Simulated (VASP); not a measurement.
# Zr (C2/m) in VASP: a series of runs

Runs on Zr. Level: PBEsol. Tasks: single point.

All numbers are computed with VASP 6.6.1; they aren't measurements. Logs are shortened: lines on timing, memory, paths and dates and some standing lists are left out, and cuts for length are marked.

## Step 1: The cell of the first run

The structure is monoclinic, space group C2/m (No. 12). Conventional cell: a = 5.598 Å, b = 3.232 Å, c = 5.147 Å, α = 90.00°, β = 90.00°, γ = 90.00°. Zr (site symmetry m) has 12 Zr at 2.76 to 3.52 Å within 3.6 Å.

## Step 2: Single point, PBEsol (atom 1 (Zr) moved by (+0.300, -0.300) A along y and z)

Contents of INCAR:

```
PREC = Accurate
ENCUT = 520
EDIFF = 1E-6
ISMEAR = 0
SIGMA = 0.15
LREAL = F
LASPH = T
NELM = 100
ALGO = Fast
ISIF = 2
LWAVE = F
LCHARG = F
GGA = PS
NBANDS = 19
```

Contents of KPOINTS:

```
Automatic mesh
0
Gamma
  18 18 10
```

Contents of POSCAR:

```
Zr
1.0
    3.2319982225      0.0000000000      0.0000000000
   -1.6159991112      2.7989925657      0.0000000000
    0.0000000000      0.0000000000      5.1470000000
Zr
2
Direct
    0.3869240437      0.7738480875      0.1917136196
    0.6666666667      0.3333333333      0.7500000000
```

Potentials or basis: VASP PAW PBE potentials, release 64 (Zr_sv).

Command:

```console
$ cat potpaw_PBE.64/Zr_sv/POTCAR > POTCAR
$ mpirun -np 1 vasp_std > vasp.out
```

OUTCAR:

```text
PREC = Accurate
   ENCUT = 520
   EDIFF = 1E-6
   ISMEAR = 0
   LREAL = F
   LASPH = T
   NELM = 100
   ISIF = 2
   GGA = PS

 ion  position               nearest neighbor table
   1  0.387  0.774  0.192-   2 2.76   2 3.05   2 3.05   2 3.27   2 3.52   2 3.52
   2  0.667  0.333  0.750-   1 2.76   1 3.05   1 3.05   1 3.27   1 3.52   1 3.52

  LATTYP: Found a hexagonal cell.
 ALAT       =     3.2319982225
 C/A-ratio  =     1.5925132521

  Lattice vectors:

 A1 = (   3.2319982225,   0.0000000000,   0.0000000000)
 A2 = (  -1.6159991112,   2.7989925657,   0.0000000000)
 A3 = (   0.0000000000,   0.0000000000,   5.1470000000)

Analysis of symmetry for initial positions (statically):
=====================================================================
 Subroutine PRICEL returns:
 Original cell was already a primitive cell.

 Routine SETGRP: Setting up the symmetry group for a
 hexagonal supercell.

 Subroutine GETGRP returns: Found  4 space group operations
 (whereof  2 operations were pure point group operations)
 out of a pool of 24 trial point group operations.

The static configuration has the point symmetry C_1h.
 The point group associated with its full space group is C_2h.

Analysis of symmetry for dynamics (positions and initial velocities):
=====================================================================
 Subroutine PRICEL returns:
 Original cell was already a primitive cell.

 Routine SETGRP: Setting up the symmetry group for a
 hexagonal supercell.

 Subroutine GETGRP returns: Found  4 space group operations
 (whereof  2 operations were pure point group operations)
 out of a pool of 24 trial point group operations.

The dynamic configuration has the point symmetry C_1h.
 The point group associated with its full space group is C_2h.

 Subroutine INISYM returns: Found  4 space group operations
 (whereof  2 operations are pure point group operations),
 and found     1 'primitive' translations

----------------------------------------------------------------------------------------

                                     Primitive cell

  volume of cell :      46.5615

  direct lattice vectors                    reciprocal lattice vectors
     3.231998223  0.000000000  0.000000000     0.309406111  0.178635701  0.000000000
    -1.615999111  2.798992566  0.000000000     0.000000000  0.357271403  0.000000000
     0.000000000  0.000000000  5.147000000     0.000000000  0.000000000  0.194287935

  length of vectors
     3.231998223  3.231998222  5.147000000     0.357271403  0.357271403  0.194287935

  position of ions in fractional coordinates (direct lattice)
     0.386924044  0.773848087  0.191713620
     0.666666667  0.333333333  0.750000000

  ion indices of the primitive-cell ions
   primitive index   ion index
                 1           1
                 2           2

----------------------------------------------------------------------------------------

 KPOINTS: Automatic mesh

Automatic generation of k-mesh.
 Grid dimensions read from file:
 generate k-points for:   18   18   10

 Generating k-lattice:

  Cartesian coordinates                     Fractional coordinates (reciprocal lattice)
     0.017189228  0.009924206  0.000000000     0.055555556  0.000000000  0.000000000
     0.000000000  0.019848411  0.000000000     0.000000000  0.055555556  0.000000000
     0.000000000  0.000000000  0.019428793     0.000000000  0.000000000  0.100000000

  Length of vectors
     0.019848411  0.019848411  0.019428793

  Shift w.r.t. Gamma in fractional coordinates (k-lattice)
     0.000000000  0.000000000  0.000000000

 Subroutine IBZKPT returns following result:
 ===========================================

 Found    866 irreducible k-points:

 Following reciprocal coordinates:
            Coordinates               Weight
  0.000000  0.000000  0.000000      1.000000
  0.055556 -0.000000  0.000000      4.000000
  0.000000  0.055556  0.000000      2.000000
  0.111111 -0.000000  0.000000      4.000000
  0.000000  0.111111  0.000000      2.000000
  0.166667 -0.000000  0.000000      4.000000
[... 16 lines left out ...]
 -0.055556  0.166667  0.000000      4.000000
 -0.166667  0.111111  0.000000      4.000000
 [... further k-points ...]
   k-points           NKPTS =    866   k-points in BZ     NKDIM =    866   number of bands    NBANDS=     19
   number of dos      NEDOS =    301   number of ions     NIONS =      2
   total plane-waves  NPLWV =  23040
   dimension x,y,z NGX =    24 NGY =   24 NGZ =   40
   dimension x,y,z NGXF=    48 NGYF=   48 NGZF=   80
   ions per type =               2
   NGX,Y,Z   is equivalent  to a cutoff of  12.35, 12.35, 12.92 a.u.
   NGXF,Y,Z  is equivalent  to a cutoff of  24.69, 24.69, 25.84 a.u.
 SYSTEM =  unknown system
   PREC   = accura    normal or accurate (medium, high low for compatibility)
   ISTART =      0    job   : 0-new  1-cont  2-samecut
   ICHARG =      2    charge: 1-file 2-atom 10-const
   ISPIN  =      1    spin polarized calculation?
   LNONCOLLINEAR =      F non collinear calculations
   LSORBIT =      F    spin-orbit coupling
   LASPH  =      T    aspherical Exc in radial PAW
   ENCUT  =  520.0 eV  38.22 Ry    6.18 a.u.   6.01  6.01  9.57*2*pi/ulx,y,z
   NELM   =    100;   NELMIN=  2; NELMDL= -5     # of ELM steps
   EDIFF  = 0.1E-05   stopping-criterion for ELM
   LREAL  =      F    real-space projection
   EDIFFG = 0.1E-04   stopping-criterion for IOM
   NSW    =      0    number of steps for IOM
   IBRION =     -1    ionic relax: 0-MD 1-quasi-New 2-CG
   NFREE  =      0    steps in history (QN), initial steepest desc. (CG)
   ISIF   =      2    stress and relaxation
   ISYM   =      2    0-nonsym 1-usesym 2-fastsym
   POTIM  = 0.5000    time-step for ionic-motion
   TEBEG  =    0.0;   TEEND  =   0.0 temperature during run
   PSTRESS=    0.0 pullay stress
   NELECT =      24.0000    total number of electrons
   NUPDOWN=      -1.0000    fix difference up-down
   EMIN   =  10.00;   EMAX   =-10.00  energy-range for DOS
   EFERMI =   0.00;   METHOD = LEGACY
   ISMEAR =     0;   SIGMA  =   0.15  broadening in eV -4-tet -1-fermi 0-gaus
   EFERMI_NEDOS =   21; number of points for ismear=-14 and -15
   IALGO  =     68    algorithm
   IMIX   =      4    mixing-type and parameters
     AMIX     =   0.40;   BMIX     =  1.00
     AMIX_MAG =   1.60;   BMIX_MAG =  1.00
  volume/ion in A,a.u.               =      23.28       157.11
  Fermi-wavevector in a.u.,A,eV,Ry     =   1.312612  2.480476 23.442147  1.722949
  Thomas-Fermi vector in A             =   2.442992
   LORBIT       =      0    0 simple, 1 ext, 2 COOP (PROOUT), +10 PAW based schemes
   GGA     = PS    functional components
   LHFCALC =     F    Hartree Fock is set to
   AEXX    =    0.0000 exact exchange contribution
   IVDW    =     0    specifies the selected vdW correction
   LEPSILON=     F    determine dielectric tensor
   LRPA    =     F    only Hartree local field effects (RPA)
 non-spin polarized calculation
 RMM-DIIS sequential band-by-band and
 Gauss-broadening in eV      SIGMA  =   0.15
  energy-cutoff  :      520.00
  volume of cell :       46.56
 maximum number of plane-waves:      1284
   NGX = 13   NGY = 13   NGZ = 19

 number of electron      24.0000000 magnetization

 Free energy of the ion-electron system (eV)
  ---------------------------------------------------
  ext. energy  EPLUGINS =         0.00000000
  ---------------------------------------------------
  free energy    TOTEN  =       -17.91288992 eV

  energy without entropy =      -17.89031832  energy(sigma->0) =      -17.90160412

 E-fermi :   8.7674     XC(G=0): -11.1647

 val. band max:        8.7658651898   @ k =  -0.0556   0.1667   0.2000
 cond. band min:       8.7681216762   @ k =  -0.1667   0.1111   0.4000
 fundamental gap:      0.0022564864
 Fermi energy:         8.7673690403

 k-point     1 :       0.0000    0.0000    0.0000
  band No.  band energies     occupation
      1     -39.9189      2.00000
      2     -39.6764      2.00000
      3     -18.5866      2.00000
      4     -17.6351      2.00000
      5     -17.5191      2.00000
      6     -17.4545      2.00000
[... 11 lines left out ...]
     18      11.9487      0.00000
     19      12.6674      0.00000

 k-point     2 :       0.0556   -0.0000    0.0000
  band No.  band energies     occupation
      1     -39.9152      2.00000
      2     -39.6750      2.00000
      3     -18.5791      2.00000
      4     -17.6479      2.00000
      5     -17.5428      2.00000
      6     -17.4688      2.00000
[... 11 lines left out ...]
     18      11.8299      0.00000
     19      12.9635      0.00000

 k-point     3 :       0.0000    0.0556    0.0000
  band No.  band energies     occupation
      1     -39.9147      2.00000
      2     -39.6756      2.00000
      3     -18.5776      2.00000
      4     -17.6613      2.00000
      5     -17.5337      2.00000
      6     -17.4498      2.00000
[... 11 lines left out ...]
     18      11.7757      0.00000
     19      12.8528      0.00000

 k-point     4 :       0.1111   -0.0000    0.0000
  band No.  band energies     occupation
      1     -39.9044      2.00000
      2     -39.6712      2.00000
      3     -18.5574      2.00000
      4     -17.6945      2.00000
      5     -17.5934      2.00000
      6     -17.5135      2.00000
[... 11 lines left out ...]
     18      11.6195      0.00000
     19      13.4074      0.00000

 k-point     5 :       0.0000    0.1111    0.0000
  band No.  band energies     occupation
      1     -39.9021      2.00000
      2     -39.6734      2.00000
      3     -18.5514      2.00000
      4     -17.7321      2.00000
      5     -17.5676      2.00000
      6     -17.4538      2.00000
[... 11 lines left out ...]
     18      11.5071      0.00000
     19      13.1810      0.00000
[... 334 lines left out ...]
      2     -39.6719      2.00000
      3     -18.5659      2.00000
      4     -17.6598      2.00000
      5     -17.5938      2.00000
      6     -17.5102      2.00000
[... 11 lines left out ...]
     18      11.5719      0.00000
     19      13.5871      0.00000

 k-point    22 :       0.1111    0.0556    0.0000
  band No.  band energies     occupation
      1     -39.8925      2.00000
      2     -39.6693      2.00000
      3     -18.5330      2.00000
      4     -17.7674      2.00000
      5     -17.6249      2.00000
      6     -17.5178      2.00000
[... 11 lines left out ...]
     18      11.6382      0.00000
     19      13.3066      0.00000

 k-point    23 :      -0.0556    0.1667    0.0000
  band No.  band energies     occupation
      1     -39.8907      2.00000
      2     -39.6710      2.00000
      3     -18.5286      2.00000
      4     -17.7859      2.00000
      5     -17.6103      2.00000
      6     -17.4924      2.00000
[... 11 lines left out ...]
     18      11.5099      0.00000
     19      13.3228      0.00000

 k-point    24 :      -0.1667    0.1111    0.0000
  band No.  band energies     occupation
      1     -39.8951      2.00000
      2     -39.6667      2.00000
      3     -18.5395      2.00000
      4     -17.7192      2.00000
      5     -17.6562      2.00000
      6     -17.5649      2.00000
[... 11 lines left out ...]
     18      11.4870      0.00000
     19      14.0863      0.00000

 [... further k-points ...]
[... 5 lines left out ...]
  --------------------------------------------------------------------------------------
  -------------------------------------------------------------------------------------
  Total       -1.3940962      0.2352378      0.5264594      0.0000000     -0.2146680     -0.0000000
  in kB      -47.9707256      8.0945117     18.1154219      0.0000000     -7.3867073     -0.0000000
  external PRESSURE =      -7.2535973 kB  Pullay stress =       0.0000000 kB

 VOLUME and BASIS-vectors are now :
 -----------------------------------------------------------------------------
  energy-cutoff  :      520.00
  volume of cell :       46.56
      direct lattice vectors                 reciprocal lattice vectors
     3.231998223  0.000000000  0.000000000     0.309406111  0.178635701  0.000000000
    -1.615999111  2.798992566  0.000000000     0.000000000  0.357271403  0.000000000
     0.000000000  0.000000000  5.147000000     0.000000000  0.000000000  0.194287935

 POSITION                                       TOTAL-FORCE (eV/Angst)
 -----------------------------------------------------------------------------------
     -0.00000      2.16600      0.98675        -0.000000     -0.225730      1.565605
      1.61600      0.93300      3.86025         0.000000      0.225730     -1.565605
 -----------------------------------------------------------------------------------
    total drift:                               -0.000000     -0.000000     -0.000003

  FREE ENERGIE OF THE ION-ELECTRON SYSTEM (eV)
  ---------------------------------------------------
  free  energy   TOTEN  =       -17.9128899175 eV

  energy  without entropy=      -17.8903183176  energy(sigma->0) =      -17.90160412
```

It took 13 min on 1 thread of Intel Xeon Platinum 8259CL at 2.50GHz (Skylake/Cascade Lake), shared host; peak memory 0.66 GiB.

Results:

* Free energy: -17.9129 eV
* Pressure: -0.7 GPa
* Largest force: 1.582 eV/Å
* Band gap on the k mesh: zero (bands 12 and 13 overlap by 1.21 eV)

Forces in eV/Å, atoms in the order of the input:
```
Zr   0.000 -0.226  1.566
Zr   0.000  0.226 -1.566
```

Caveat: the cell differs from its parent crystal (atom 1 (Zr) moved by (+0.300, -0.300) A along y and z); the stress differs along the axes, from -5 to 2 GPa; the PAW data sets were made with another functional, which shifts forces and pressure a little.

## Step 3: Single point, PBEsol (atom 1 (Zr) moved by (-0.300, -0.150) A along y and z)

Contents of INCAR:

```
SYSTEM = Zr
  PREC = Accurate
  ENCUT = 520
  EDIFF = 1E-6
  ISMEAR = 0
  SIGMA = 0.15
  LREAL = .False.
  LASPH = .True.
  NELM = 60
  ALGO = Fast
  ISIF = 2
  LWAVE = .False.
  LCHARG = .False.
  GGA = PS
  NBANDS = 19
```

Contents of KPOINTS:

```
Automatic mesh
0
Gamma
  18 18 10
  0 0 0
```

Changes to POSCAR since step 2:

```diff
@@ -8,3 +8,3 @@
 Direct
-    0.3869240437      0.7738480875      0.1917136196
+    0.2797426229      0.5594852459      0.2208568098
     0.6666666667      0.3333333333      0.7500000000
```

Potentials or basis: VASP PAW PBE potentials, release 64 (Zr_sv).

Command:

```console
$ cat potpaw_PBE.64/Zr_sv/POTCAR > POTCAR
$ mpirun -np 1 vasp_std > vasp.out
```

Wall time 13 min (1 thread of Intel Xeon Platinum 8259CL at 2.50GHz (Skylake/Cascade Lake), shared host); peak memory 0.66 GiB.

Results (log left out):

```
Free energy            : -18.0808 eV
Pressure               : -2.8 GPa
Largest force          : 0.653 eV/Å
Band gap on the k mesh : zero (bands 12 and 13 overlap by 1.16 eV)
```

Forces in eV/Å, atoms in the order of the input:
```
Zr   0.000  0.180  0.628
Zr   0.000 -0.180 -0.628
```

Stress tensor (GPa, compression positive):
```
-2.18  0.00  0.00
 0.00 -4.86  0.19
 0.00  0.19 -1.49
```

Levels at points of the mesh, in eV from the Fermi level:
| k point | band 8 | band 9 | band 10 | band 11 | band 12 | band 13 | band 14 | band 15 | band 16 | band 17 |
| --- | --- | --- | --- | --- | --- | --- | --- | --- | --- | --- |
| (0.00, 0.00, 0.00) | -26.14 | -5.57 | -2.98 | 0.47 | 0.74 | 1.14 | 1.35 | 1.44 | 1.91 | 2.05 |
| (0.50, 0.00, 0.00) | -26.30 | -2.46 | -2.26 | -1.73 | -0.19 | 0.36 | 0.80 | 1.29 | 4.82 | 4.89 |
| (0.00, 0.50, 0.00) | -26.23 | -2.75 | -2.65 | -2.41 | 0.11 | 0.37 | 1.73 | 2.14 | 5.10 | 5.24 |
| (0.00, 0.00, 0.50) | -26.21 | -3.92 | -3.83 | -0.41 | 0.61 | 0.79 | 0.89 | 0.90 | 1.02 | 3.36 |
| (0.50, 0.00, 0.50) | -26.30 | -2.93 | -2.82 | -1.26 | -0.87 | 1.74 | 1.76 | 2.31 | 2.87 | 5.06 |
| (0.00, 0.50, 0.50) | -26.36 | -2.65 | -2.49 | -1.34 | -0.89 | 1.49 | 1.76 | 1.80 | 2.68 | 4.87 |

Caveat: the cell differs from its parent crystal (atom 1 (Zr) moved by (-0.300, -0.150) A along y and z); the PAW data sets were made with another functional, which shifts forces and pressure a little.
